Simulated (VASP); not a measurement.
Crystal: WS2 (Tungstenite).

```
CELL_PARAMETERS angstrom
3.24237 0.00000 0.00000
-1.62118 2.80797 0.00000
0.00000 0.00000 12.74516
ATOMIC_POSITIONS crystal
W 0.66667 0.33333 0.75000
W 0.33333 0.66667 0.25000
S 0.66667 0.33333 0.37500
S 0.33333 0.66667 0.87500
S 0.66667 0.33333 0.12500
S 0.33333 0.66667 0.62500
```

Base run:

| Property | Result |
| --- | --- |
| Program | VASP 6.6.1 |
| Functional | RPBE |
| Potentials or basis | VASP PAW PBE potentials, release 64 (W_sv, S) |
| Cutoff | 520 eV |
| k mesh | 10 × 10 × 3 |
| Occupations | fermi-dirac, width 0.05 eV |
| Spin | no spin polarisation |

Its results: band gap on the k mesh 1.23 eV, indirect (least direct gap 1.94 eV); pressure -3.7 GPa; largest force 0.744 eV/Å.

After a change of settings the same cell gave: band gap on the k mesh 1.09 eV, indirect (least direct gap 1.92 eV); pressure -13.0 GPa; largest force 1.231 eV/Å. Which change was it?
A. functional from RPBE to PBE; dispersion from none to D3(BJ)
B. functional from RPBE to PBE; further incar settings from ALGO = Normal; EDIFF = 1e-06; NBANDS = 35 to ALGO = Normal; EDIFF = 1e-07; NBANDS = 35
C. functional from RPBE to PBE
D. functional from RPBE to LDA; potentials or basis from VASP PAW PBE potentials, release 64 (W_sv, S) to VASP PAW LDA potentials, release 64 (W_sv, S)

D.

Caveats: spin-orbit coupling is left out, which moves the levels of the heavy elements; the PAW data sets were made with another functional, which shifts forces and pressure a little (some runs); this functional lacks dispersion, which binds the layers, so the pressure and a relaxed spacing across them are unreliable (some runs); forces of over 1 eV/Å act on the atoms, so gaps and moduli don't describe the material at rest (some runs).
